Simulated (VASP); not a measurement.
Wanted: the native input for a VASP 6.6.1 run.

```yaml
Task: single point
Functional: revPBE
Potentials_or_basis: VASP PAW PBE potentials, release 64 (Ru_pv)
Cutoff: 520 eV
k_mesh: 7 × 7 × 4
Occupations: fermi-dirac, width 0.1 eV
Spin: no spin polarisation
Dipole_correction: no
Further_INCAR_settings: ALGO = Normal; EDIFF = 1e-06; NBANDS = 21
```

The structure of Ru lies in POSCAR:

```
Ru
1.0
    2.7125447480      0.0000000000      0.0000000000
   -1.3562723740      2.3491326607      0.0000000000
    0.0000000000      0.0000000000      4.2427642260
Ru
2
Direct
    0.3333333333      0.6666666667      0.2500000000
    0.6666666667      0.3333333333      0.7500000000
```

The input as run:

INCAR

```
PREC = Accurate
ENCUT = 520
EDIFF = 1E-6
ISMEAR = -1
SIGMA = 0.1
LREAL = False
LASPH = True
NELM = 80
ALGO = Normal
ISIF = 2
LWAVE = False
LCHARG = False
GGA = RE
NBANDS = 21
```

KPOINTS

```
regular mesh
0
Gamma
  7 7 4
```

Potentials or basis: VASP PAW PBE potentials, release 64 (Ru_pv).

Launch:

```console
$ cat potpaw_PBE.64/Ru_pv/POTCAR > POTCAR
$ mpirun -np 1 vasp_std > vasp.out
```

Results of the run:

- Pressure: 10.0 GPa
- Band gap on the k mesh: zero (band 14 reaches 14.30 eV, above the bottom of band 15 at 11.49 eV)

Caveat: the k points lie up to 0.38 Å⁻¹ apart; the PAW data sets were made with another functional, which shifts forces and pressure a little.

Run time: 14 s on 1 thread of Intel Xeon 8259CL (shared host), peak memory 0.14 GiB.
